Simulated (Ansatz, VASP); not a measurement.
# RbSrBr3: VASP beside Ansatz

```
Rb Sr Br
1.0
     6.24338    0.00000    0.00000
     0.00000    5.94608    0.00000
     0.00000    0.00000    5.94608
Rb Sr Br
1 1 3
Direct
  0.00000 0.00000 0.00000
  0.50000 0.50000 0.50000
  0.50000 0.50000 0.00000
  0.50000 0.00000 0.50000
  0.00000 0.50000 0.50000
```

Change from the starting cell: uniaxial_x strain +5.0%.

Alike in both runs: task single point; functional PBE; k mesh 4 × 4 × 4; occupations fermi-dirac, width 0.02 eV; no spin polarisation.

|  | VASP | Ansatz |
| --- | --- | --- |
| version | VASP 6.6.1 | Ansatz 0.2.0 |
| potentials or method | VASP PAW PBE potentials, release 64 (Rb_sv, Sr_sv, Br) | plane waves, PAW |
| plane-wave cutoff (eV) | 520 | 420 |
| valence electrons in the cell | 40 | 40 |

```csv
,VASP,Ansatz,Ansatz less VASP
gap on the k mesh at the Fermi level (eV),3.80,3.80,-0.001
pressure (GPa),-0.2,-0.3,-0.05
"traceless stress, the component that is largest in VASP (GPa)",-0.94,-0.93,+0.018
```
